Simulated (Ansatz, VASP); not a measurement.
**One calculation of Pt, two programs**

POSCAR

```
Pt
1.0
   -1.5735873306      1.5735873306      1.5735873306
    1.5735873306     -1.5735873306      1.5735873306
    1.5735873306      1.5735873306     -1.5735873306
Pt
1
Direct
    0.0000000000      0.0000000000      0.0000000000
```

The input INCAR.step1:

```
PREC = Accurate ; ENCUT = 520
EDIFF = 1E-5 ; ISMEAR = -1
SIGMA = 0.05 ; LREAL = False
LASPH = True ; NELM = 100
ALGO = Normal ; ISIF = 2
LWAVE = True ; LCHARG = False
GGA = PE ; NBANDS = 11
```

File INCAR.step2:

```
PREC = Accurate ; ENCUT = 520
EDIFF = 1E-6 ; ISMEAR = -1
SIGMA = 0.05 ; LREAL = False
LASPH = True ; NELM = 100
ALGO = Normal ; ISIF = 2
LWAVE = False ; LCHARG = False
GGA = PE ; LHFCALC = True
HFSCREEN = 0.2079 ; PRECFOCK = Normal
ISTART = 1 ; NBANDS = 11
```

Contents of KPOINTS:

```
regular mesh
0
Gamma
  8 8 8
```

The input input:

```
crystal:
  lattice:
    - [-1.5735873306, 1.5735873306, 1.5735873306]
    - [1.5735873306, -1.5735873306, 1.5735873306]
    - [1.5735873306, 1.5735873306, -1.5735873306]
  atoms:
    - { symbol: Pt, position: [0.0, 0.0, 0.0] }
hamiltonian:
  xc: hse06
  pseudopotentials: { kind: paw }
kpoints:
  mp_grid: { grid: [8, 8, 8] }
scf:
  occupations: { method: fermi_dirac, width: 0.05 }
output:
  forces: true
  stress: true
  eigenvalues: true
```

Alike in both runs: task single point; functional HSE06; k mesh 8 × 8 × 8; occupations fermi-dirac, width 0.05 eV; no spin polarisation.

|  | VASP | Ansatz |
| --- | --- | --- |
| version | VASP 6.6.1 | Ansatz 0.2.0 |
| potentials or method | VASP PAW PBE potentials, release 64 (Pt) | Ansatz PAW |
| plane-wave cutoff (eV) | 520 | 420 |
| valence electrons in the cell | 10 | 18 |

```tsv
	VASP	Ansatz	Ansatz less VASP
gap on the k mesh at the Fermi level (eV)	none	none	-
pressure (GPa)	-2.8	-3.0	-0.24
```

A gap of «none» marks a metal or a gap that the smearing closes. VASP's potentials hold 10 valence electrons a cell and Ansatz's 18, so a difference there can come from the potentials and not from the codes.

Spin-orbit coupling is off throughout.
